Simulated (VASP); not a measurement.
Input of a VASP 6.6.1 run:

INCAR

```
  ALGO = Normal
  DIPOL = 0.5 0.5 0.500
  EDIFF = 1E-7
  EDIFFG = -0.02
  ENCUT = 450
  GGA = PS
  GGA_COMPAT = False
  IBRION = 2
  IDIPOL = 3
  ISIF = 2
  ISMEAR = 0
  KPAR = 4
  LASPH = True
  LCHARG = False
  LDIPOL = True
  LREAL = False
  LWAVE = False
  NELM = 120
  NELMDL = -8
  NELMIN = 4
  NSW = 80
  PREC = Accurate
  SIGMA = 0.05
```

KPOINTS

```
k-points
0
Gamma
  7 5 1
```

Contents of POSCAR:

```
AlP
1.0
    3.8681183855      0.0000000000      0.0000000000
    0.0000000000      5.4703454816      0.0000000000
    0.0000000000      0.0000000000     26.6043551564
Al P
7 7
Direct
    0.5000000000      0.5000000000      0.2819087310
    0.0000000000      0.0000000000      0.3546058206
    0.5000000000      0.5000000000      0.4273029103
    0.0000000000      0.0000000000      0.5000000000
    0.5000000000      0.5000000000      0.5726970897
    0.0000000000      0.0000000000      0.6453941794
    0.5000000000      0.5000000000      0.7180912690
    0.0000000000      0.7500000000      0.2819087310
    0.5000000000      0.2500000000      0.3546058206
    0.0000000000      0.7500000000      0.4273029103
    0.5000000000      0.2500000000      0.5000000000
    0.0000000000      0.7500000000      0.5726970897
    0.5000000000      0.2500000000      0.6453941794
    0.0000000000      0.7500000000      0.7180912690
```

Potentials or basis: VASP PAW PBE potentials, release 64 (Al, P).

Launch:

```sh
$ cat potpaw_PBE.64/Al/POTCAR potpaw_PBE.64/P/POTCAR > POTCAR
$ mpirun -np 4 vasp_std > vasp.out
```

(1) What does it give for the band gap on the k mesh?

(2) Predict the energy gained by relaxing.

Results:

(1) 1.09 eV (least direct gap 1.49 eV).

(2) 100.4 meV/atom.
